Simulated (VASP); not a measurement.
# MgW (Pm-3m) in VASP: further runs

Runs on MgW. Level: LDA. Tasks: single point, relaxation of cell and atoms.

All numbers are computed with VASP 6.6.1; they aren't measurements. Logs are shortened: lines on timing, memory, paths and dates and some standing lists are left out, and cuts for length are marked.

### Step 1. The cell of the first run

Symmetry: Pm-3m, No. 221, cubic system. The conventional cell has a = 3.175 Å, b = 3.175 Å, c = 3.175 Å, α = 90.00°, β = 90.00°, γ = 90.00°. Mg (site symmetry m-3m) has 8 W at 2.75 Å and 6 Mg at 3.17 Å within 3.6 Å. Within 3.6 Å of W (site symmetry m-3m) lie 8 Mg at 2.75 Å and 6 W at 3.17 Å.

### Step 2. Single point, LDA

The input, INCAR:

```
PREC     = Accurate       # precision mode
ENCUT    = 520            # plane-wave cutoff, eV
EDIFF    = 1E-6           # SCF threshold, eV
ISMEAR   = 1              # smearing method
SIGMA    = 0.05           # smearing width, eV
LREAL    = False          # projectors in reciprocal space
LASPH    = True           # aspherical terms in the spheres
NELM     = 100            # most SCF steps
ALGO     = Normal         # electronic algorithm
ISIF     = 2              # what is computed and relaxed
LWAVE    = False          # write WAVECAR
LCHARG   = False          # write CHGCAR
GGA      = CA             # functional
NBANDS   = 15             # bands
```

The input, KPOINTS:

```
regular mesh
0
Gamma
  13 13 13
```

The input, POSCAR:

```
MgW
1.0
    3.1746804131      0.0000000000      0.0000000000
    0.0000000000      3.1746804131      0.0000000000
    0.0000000000      0.0000000000      3.1746804131
Mg W
1 1
Direct
    0.0000000000      0.0000000000      0.0000000000
    0.5000000000      0.5000000000      0.5000000000
```

Potentials or basis: VASP PAW LDA potentials, release 64 (Mg, W_sv).

Started as:

```sh
$ cat potpaw_LDA.64/Mg/POTCAR potpaw_LDA.64/W_sv/POTCAR > POTCAR
$ mpirun -np 1 vasp_std > vasp.out
```

OUTCAR:

```text
PREC = Accurate
   ENCUT = 520
   EDIFF = 1E-6
   ISMEAR = 1
   LREAL = False
   LASPH = True
   NELM = 100
   ISIF = 2
   GGA = CA

 ion  position               nearest neighbor table
   1  0.000  0.000  0.000-   2 2.75   2 2.75   2 2.75   2 2.75   2 2.75   2 2.75   2 2.75   2 2.75

   2  0.500  0.500  0.500-   1 2.75   1 2.75   1 2.75   1 2.75   1 2.75   1 2.75   1 2.75   1 2.75

  LATTYP: Found a simple cubic cell.
 ALAT       =     3.1746804131

  Lattice vectors:

 A1 = (   3.1746804131,   0.0000000000,   0.0000000000)
 A2 = (   0.0000000000,   3.1746804131,   0.0000000000)
 A3 = (   0.0000000000,   0.0000000000,   3.1746804131)

Analysis of symmetry for initial positions (statically):
=====================================================================
 Subroutine PRICEL returns:
 Original cell was already a primitive cell.

 Routine SETGRP: Setting up the symmetry group for a
 simple cubic supercell.

 Subroutine GETGRP returns: Found 48 space group operations
 (whereof 48 operations were pure point group operations)
 out of a pool of 48 trial point group operations.

The static configuration has the point symmetry O_h .

Analysis of symmetry for dynamics (positions and initial velocities):
=====================================================================
 Subroutine PRICEL returns:
 Original cell was already a primitive cell.

 Routine SETGRP: Setting up the symmetry group for a
 simple cubic supercell.

 Subroutine GETGRP returns: Found 48 space group operations
 (whereof 48 operations were pure point group operations)
 out of a pool of 48 trial point group operations.

The dynamic configuration has the point symmetry O_h .

 Subroutine INISYM returns: Found 48 space group operations
 (whereof 48 operations are pure point group operations),
 and found     1 'primitive' translations

----------------------------------------------------------------------------------------

                                     Primitive cell

  volume of cell :      31.9963

  direct lattice vectors                    reciprocal lattice vectors
     3.174680413  0.000000000  0.000000000     0.314992336  0.000000000  0.000000000
     0.000000000  3.174680413  0.000000000     0.000000000  0.314992336  0.000000000
     0.000000000  0.000000000  3.174680413     0.000000000  0.000000000  0.314992336

  length of vectors
     3.174680413  3.174680413  3.174680413     0.314992336  0.314992336  0.314992336

  position of ions in fractional coordinates (direct lattice)
     0.000000000  0.000000000  0.000000000
     0.500000000  0.500000000  0.500000000

  ion indices of the primitive-cell ions
   primitive index   ion index
                 1           1
                 2           2

----------------------------------------------------------------------------------------

 KPOINTS: regular mesh

Automatic generation of k-mesh.
 Grid dimensions read from file:
 generate k-points for:   13   13   13

 Generating k-lattice:

  Cartesian coordinates                     Fractional coordinates (reciprocal lattice)
     0.024230180  0.000000000  0.000000000     0.076923077  0.000000000  0.000000000
     0.000000000  0.024230180  0.000000000     0.000000000  0.076923077  0.000000000
     0.000000000  0.000000000  0.024230180     0.000000000  0.000000000  0.076923077

  Length of vectors
     0.024230180  0.024230180  0.024230180

  Shift w.r.t. Gamma in fractional coordinates (k-lattice)
     0.000000000  0.000000000  0.000000000

 Subroutine IBZKPT returns following result:
 ===========================================

 Found     84 irreducible k-points:

 Following reciprocal coordinates:
            Coordinates               Weight
  0.000000  0.000000  0.000000      1.000000
  0.076923  0.000000  0.000000      6.000000
  0.153846  0.000000  0.000000      6.000000
  0.230769  0.000000  0.000000      6.000000
  0.307692  0.000000  0.000000      6.000000
  0.384615  0.000000  0.000000      6.000000
[... 16 lines left out ...]
  0.307692  0.307692  0.000000     12.000000
  0.384615  0.307692  0.000000     24.000000
 [... further k-points ...]
   k-points           NKPTS =     84   k-points in BZ     NKDIM =     84   number of bands    NBANDS=     15
   number of dos      NEDOS =    301   number of ions     NIONS =      2
   total plane-waves  NPLWV =  13824
   dimension x,y,z NGX =    24 NGY =   24 NGZ =   24
   dimension x,y,z NGXF=    48 NGYF=   48 NGZF=   48
   ions per type =               1   1
   NGX,Y,Z   is equivalent  to a cutoff of  12.57, 12.57, 12.57 a.u.
   NGXF,Y,Z  is equivalent  to a cutoff of  25.14, 25.14, 25.14 a.u.
 SYSTEM =  unknown system
   PREC   = accura    normal or accurate (medium, high low for compatibility)
   ISTART =      0    job   : 0-new  1-cont  2-samecut
   ICHARG =      2    charge: 1-file 2-atom 10-const
   ISPIN  =      1    spin polarized calculation?
   LNONCOLLINEAR =      F non collinear calculations
   LSORBIT =      F    spin-orbit coupling
   LASPH  =      T    aspherical Exc in radial PAW
   ENCUT  =  520.0 eV  38.22 Ry    6.18 a.u.   5.90  5.90  5.90*2*pi/ulx,y,z
   NELM   =    100;   NELMIN=  2; NELMDL= -5     # of ELM steps
   EDIFF  = 0.1E-05   stopping-criterion for ELM
   LREAL  =      F    real-space projection
   EDIFFG = 0.1E-04   stopping-criterion for IOM
   NSW    =      0    number of steps for IOM
   IBRION =     -1    ionic relax: 0-MD 1-quasi-New 2-CG
   NFREE  =      0    steps in history (QN), initial steepest desc. (CG)
   ISIF   =      2    stress and relaxation
   ISYM   =      2    0-nonsym 1-usesym 2-fastsym
   POTIM  = 0.5000    time-step for ionic-motion
   TEBEG  =    0.0;   TEEND  =   0.0 temperature during run
   PSTRESS=    0.0 pullay stress
   NELECT =      16.0000    total number of electrons
   NUPDOWN=      -1.0000    fix difference up-down
   EMIN   =  10.00;   EMAX   =-10.00  energy-range for DOS
   EFERMI =   0.00;   METHOD = LEGACY
   ISMEAR =     1;   SIGMA  =   0.05  broadening in eV -4-tet -1-fermi 0-gaus
   EFERMI_NEDOS =   21; number of points for ismear=-14 and -15
   IALGO  =     38    algorithm
   IMIX   =      4    mixing-type and parameters
     AMIX     =   0.40;   BMIX     =  1.00
     AMIX_MAG =   1.60;   BMIX_MAG =  1.00
  volume/ion in A,a.u.               =      16.00       107.96
  Fermi-wavevector in a.u.,A,eV,Ry     =   1.299416  2.455540 22.973185  1.688481
  Thomas-Fermi vector in A             =   2.430681
   LORBIT       =      0    0 simple, 1 ext, 2 COOP (PROOUT), +10 PAW based schemes
   GGA     = CA    functional components
   LHFCALC =     F    Hartree Fock is set to
   AEXX    =    0.0000 exact exchange contribution
   IVDW    =     0    specifies the selected vdW correction
   LEPSILON=     F    determine dielectric tensor
   LRPA    =     F    only Hartree local field effects (RPA)
 non-spin polarized calculation
 Methfessel and Paxton  Order N= 1 SIGMA  =   0.05
  energy-cutoff  :      520.00
  volume of cell :       32.00
 maximum number of plane-waves:       882
 NGX is ok and might be reduce to    24
   NGX = 11   NGY = 11   NGZ = 11

 number of electron      15.9999997 magnetization

 Free energy of the ion-electron system (eV)
  ---------------------------------------------------
  ext. energy  EPLUGINS =         0.00000000
  ---------------------------------------------------
  free energy    TOTEN  =       -13.83574494 eV

  energy without entropy =      -13.83524807  energy(sigma->0) =      -13.83557932

 E-fermi :   7.1545     XC(G=0): -11.9460

 val. band max:        7.1520596052   @ k =   0.3077   0.1538   0.1538
 cond. band min:       7.1547306093   @ k =   0.4615   0.0769   0.0769
 fundamental gap:      0.0026710041
 Fermi energy:         7.1545435418

 k-point     1 :       0.0000    0.0000    0.0000
  band No.  band energies     occupation
      1     -66.2585      2.00000
      2     -30.6059      2.00000
      3     -30.6059      2.00000
      4     -30.6059      2.00000
      5      -1.2250      2.00000
      6       4.3677      2.00000
      7       4.3677      2.00000
      8       8.8756      0.00000
      9       8.8756      0.00000
     10       8.8756      0.00000
     11      14.1845      0.00000
     12      14.1845      0.00000
     13      14.1845      0.00000
     14      19.2298      0.00000
     15      19.2298      0.00000

 k-point     2 :       0.0769    0.0000    0.0000
  band No.  band energies     occupation
      1     -66.2580      2.00000
      2     -30.6188      2.00000
      3     -30.6049      2.00000
      4     -30.6049      2.00000
      5      -1.1124      2.00000
      6       4.4076      2.00000
      7       4.4245      2.00000
      8       8.7077      0.00000
      9       8.7077      0.00000
     10       8.8923      0.00000
     11      13.7069      0.00000
     12      14.4138      0.00000
     13      14.4138      0.00000
     14      18.7812      0.00000
     15      19.5347      0.00000

 k-point     3 :       0.1538    0.0000    0.0000
  band No.  band energies     occupation
      1     -66.2566      2.00000
      2     -30.6544      2.00000
      3     -30.6021      2.00000
      4     -30.6021      2.00000
      5      -0.7841      2.00000
      6       4.5216      2.00000
      7       4.5647      2.00000
      8       8.2989      0.00000
      9       8.2989      0.00000
     10       8.9390      0.00000
     11      12.7090      0.00000
     12      15.0001      0.00000
     13      15.0001      0.00000
     14      17.7934      0.00000
     15      19.9826      0.00000

 k-point     4 :       0.2308    0.0000    0.0000
  band No.  band energies     occupation
      1     -66.2547      2.00000
      2     -30.7043      2.00000
      3     -30.5980      2.00000
      4     -30.5980      2.00000
      5      -0.2685      2.00000
      6       4.6905      2.00000
      7       4.6917      2.00000
      8       7.8171     -0.00000
      9       7.8171     -0.00000
     10       9.0062      0.00000
     11      11.7407      0.00000
     12      15.7555      0.00000
     13      15.7555      0.00000
     14      16.7120      0.00000
     15      20.2785      0.00000
[... 307 lines left out ...]
 k-point    22 :       0.4615    0.2308    0.0000
  band No.  band energies     occupation
      1     -66.2463      2.00000
      2     -30.8124      2.00000
      3     -30.6826      2.00000
      4     -30.5800      2.00000
      5       2.6104      2.00000
      6       3.5620      2.00000
      7       5.7786      2.00000
      8       6.8480      2.00000
      9       7.0396      2.00542
     10       8.1575      0.00000
     11      10.9840      0.00000
     12      14.4763      0.00000
     13      16.0737      0.00000
     14      19.3148      0.00000
     15      20.0534      0.00000

 k-point    23 :       0.3077    0.3077    0.0000
  band No.  band energies     occupation
      1     -66.2469      2.00000
      2     -30.7426      2.00000
      3     -30.7383      2.00000
      4     -30.5812      2.00000
      5       1.8375      2.00000
      6       4.3188      2.00000
      7       5.9230      2.00000
      8       6.4980      2.00000
      9       7.5327     -0.00000
     10       7.6920     -0.00000
     11      11.7382      0.00000
     12      13.1637      0.00000
     13      16.8367      0.00000
     14      19.4328      0.00000
     15      20.9019      0.00000

 k-point    24 :       0.3846    0.3077    0.0000
  band No.  band energies     occupation
      1     -66.2453      2.00000
      2     -30.7825      2.00000
      3     -30.7357      2.00000
      4     -30.5775      2.00000
      5       2.4330      2.00000
      6       3.9597      2.00000
      7       6.1425      2.00000
      8       6.6958      2.00000
      9       7.2828     -0.00172
     10       7.6886     -0.00000
     11      11.2786      0.00000
     12      13.2272      0.00000
     13      16.7172      0.00000
     14      19.9639      0.00000
     15      19.9762      0.00000

 [... further k-points ...]
[... 5 lines left out ...]
  --------------------------------------------------------------------------------------
  -------------------------------------------------------------------------------------
  Total        0.0132133      0.0132133      0.0132133      0.0000000      0.0000000     -0.0000000
  in kB        0.6616416      0.6616416      0.6616416      0.0000000      0.0000000     -0.0000000
  external PRESSURE =       0.6616416 kB  Pullay stress =       0.0000000 kB

 VOLUME and BASIS-vectors are now :
 -----------------------------------------------------------------------------
  energy-cutoff  :      520.00
  volume of cell :       32.00
      direct lattice vectors                 reciprocal lattice vectors
     3.174680413  0.000000000  0.000000000     0.314992336  0.000000000  0.000000000
     0.000000000  3.174680413  0.000000000     0.000000000  0.314992336  0.000000000
     0.000000000  0.000000000  3.174680413     0.000000000  0.000000000  0.314992336

 POSITION                                       TOTAL-FORCE (eV/Angst)
 -----------------------------------------------------------------------------------
      0.00000      0.00000      0.00000         0.000000      0.000000      0.000000
      1.58734      1.58734      1.58734         0.000000      0.000000      0.000000
 -----------------------------------------------------------------------------------
    total drift:                                0.000000     -0.000000     -0.000000

  FREE ENERGIE OF THE ION-ELECTRON SYSTEM (eV)
  ---------------------------------------------------
  free  energy   TOTEN  =       -13.8357449449 eV

  energy  without entropy=      -13.8352480711  energy(sigma->0) =      -13.83557932
```

Wall time 22 s (1 thread of Intel Xeon 6975P-C, shared host); peak memory 0.16 GiB.

What came out:

```yaml
Free_energy: -13.8357 eV
Pressure: 0.1 GPa
Band_gap_on_the_k_mesh: zero (band 8 reaches 10.07 eV, above the bottom of band 9 at 6.75 eV)
```

Caveat: spin-orbit coupling is left out, which moves the levels of the heavy elements.

### Step 3. Relaxation of cell and atoms, LDA

This run uses another cell than the first one, of 19.31 Å³/atom, 1.207 times its volume.

The input, INCAR:

```
PREC = Accurate
ENCUT = 600
EDIFF = 1E-6
ISMEAR = 1
SIGMA = 0.05
LREAL = False
LASPH = True
NELM = 60
ALGO = Normal
ISIF = 3
LWAVE = False
LCHARG = False
IBRION = 2
NSW = 80
EDIFFG = -0.03
```

KPOINTS is that of step 2.

The input, POSCAR:

```
MgW
1.0
    3.3800000000      0.0000000000      0.0000000000
    0.0000000000      3.3800000000      0.0000000000
    0.0000000000      0.0000000000      3.3800000000
Mg W
1 1
Direct
    0.0000000000      0.0000000000      0.0000000000
    0.5000000000      0.5000000000      0.5000000000
```

Potentials or basis: VASP PAW LDA potentials, release 64 (Mg, W_sv).

Started as:

```sh
$ cat potpaw_LDA.64/Mg/POTCAR potpaw_LDA.64/W_sv/POTCAR > POTCAR
$ mpirun -np 1 vasp_std > vasp.out
```

It used 78 s of CPU time on 1 thread of Intel Xeon 6975P-C, on a shared host.

It converged, with:

```
Free energy                            : -13.8364 eV
Relaxed volume                         : 16.02 Å³/atom
Relaxed cell                           : a = 3.176 Å, b = 3.176 Å, c = 3.176 Å, α = 90.00°, β = 90.00°, γ = 90.00°
Space group after relaxing (to 0.05 Å) : Pm-3m (No. 221)
Energy gained by relaxing              : 226.3 meV/atom
Ionic steps                            : 4
Pressure after relaxing                : -0.1 GPa
Band gap on the k mesh                 : zero (band 8 reaches 10.05 eV, above the bottom of band 9 at 6.73 eV)
```

Step by step:
```
step  energy change (eV)  largest force (eV/Å)  pressure (GPa)  volume (Å³)
   1              0.0000                0.0000          -18.65        38.61
   2             -0.0492                0.0000           31.63        27.37
   3             -0.4524                0.0000           -0.64        32.17
   4             -0.4527                0.0000           -0.07        32.04
```

Final structure:
```xyz
2
Lattice="3.1763 0.0000 0.0000 0.0000 3.1763 0.0000 0.0000 0.0000 3.1763" Properties=species:S:1:pos:R:3 pbc="T T T"
Mg    0.0000    0.0000    0.0000
W     1.5881    1.5881    1.5881
```

Levels at points of the mesh, in eV from the Fermi level:
```
           k point  band 5  band 6  band 7  band 8  band 9  band 10  band 11  band 12
(0.00, 0.00, 0.00)   -8.37   -2.78   -2.78    1.72    1.72     1.72     7.02     7.02
```

Caveat: the volume moved by over 15 % at a fixed basis, so the end points are rough; spin-orbit coupling is left out, which moves the levels of the heavy elements.
